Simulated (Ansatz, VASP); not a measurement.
## Al9N in VASP and in Ansatz

```xyz
20
Lattice="5.7071 0.0000 0.0000 -1.4268 9.7015 0.0000 0.0000 0.0000 22.7904" Properties=species:S:1:pos:R:3 pbc="T T T"
Al    1.4268    0.6295    4.0000
Al    4.2803    0.6295    4.0000
Al    1.4268    3.3172    4.9957
Al    4.2803    3.3172    4.9957
Al    0.0000    5.7950    5.1949
Al    2.8535    5.7950    5.1949
Al    1.4268    8.2728    5.3940
Al    4.2803    8.2728    5.3940
Al    0.0003    1.2390    6.4001
Al    2.8538    1.2390    6.4001
Al   -0.0072    3.9216    7.5233
Al    2.8463    3.9216    7.5233
Al    1.4238    6.3997    7.6799
Al    4.2774    6.3997    7.6799
Al   -0.0083    8.8388    7.8610
Al    2.8452    8.8388    7.8610
Al    1.4319    1.7599    8.7904
Al    4.2854    1.7599    8.7904
N     0.4959    8.8388    9.5904
N     2.3409    8.8388    9.5904
```

Alike in both runs: task single point; functional PBE; k mesh 5 × 3 × 1; occupations gaussian, width 0.1 eV; no spin polarisation.

```csv
,VASP,Ansatz
version,VASP 6.6.1,Ansatz 0.2.0
potentials or method,"VASP PAW PBE potentials, release 64 (Al, N), cutoff 520 eV","scalar-relativistic, plane waves, PAW"
valence electrons in the cell,64,64
```

```tsv
	VASP	Ansatz	Ansatz less VASP
gap on the k mesh at the Fermi level (eV)	none	none	-
rms of the force components (eV/Å)	0.685	0.685	-0.0009
```

Atom by atom the forces differ by 0.005 eV/Å (rms over components). A gap of «none» marks a metal or a gap that the smearing closes.
